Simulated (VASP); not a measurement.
Here is a VASP 6.6.1 calculation.

Contents of INCAR:

```
SYSTEM = Sn
PREC = Accurate
ENCUT = 600
EDIFF = 1E-7
ISMEAR = 0
SIGMA = 0.1
LREAL = .FALSE.
LASPH = .TRUE.
NELM = 100
ALGO = Fast
ISIF = 3
LWAVE = .FALSE.
LCHARG = .FALSE.
GGA = PS
IBRION = 2
NSW = 70
EDIFFG = -0.005
```

Contents of KPOINTS:

```
regular mesh
0
G
  12 12 12
  0 0 0
```

POSCAR

```
Sn
1.0
    0.0000000000      3.3273247541      3.3273247541
    3.3273247541      0.0000000000      3.3273247541
    3.3273247541      3.3273247541      0.0000000000
Sn
2
Direct
    0.0000000000      0.0000000000      0.0000000000
    0.2500000000      0.2500000000      0.2500000000
```

Potentials or basis: VASP PAW PBE potentials, release 64 (Sn_d).

The run is started by

```bash
$ cat potpaw_PBE.64/Sn_d/POTCAR > POTCAR
$ mpirun -np 1 vasp_std > vasp.out
```

Question: What does it give for the space group after relaxing (to 0.05 Å)?

Answer: Fd-3m (No. 227).

Question: Estimate the band gap on the k mesh.

Answer: Zero (band 14 reaches 5.34 eV, above the bottom of band 15 at 5.14 eV).

Question: What does it give for the relaxed volume?

Answer: 34.95 Å³/atom.

Question: Estimate the relaxed cell.

Answer: a = 4.624 Å, b = 4.624 Å, c = 4.624 Å, α = 60.00°, β = 60.00°, γ = 60.00°.

Final structure:
```yaml
crystal:
  lattice:
    - [0.00000, 3.26964, 3.26964]
    - [3.26964, 0.00000, 3.26964]
    - [3.26964, 3.26964, 0.00000]
  atoms:
    - { symbol: Sn, position: [0.00000, 0.00000, 0.00000] }
    - { symbol: Sn, position: [0.25000, 0.25000, 0.25000] }
```

Caveat: the PAW data sets were made with another functional, which shifts forces and pressure a little; spin-orbit coupling is left out, which moves the levels of the heavy elements.
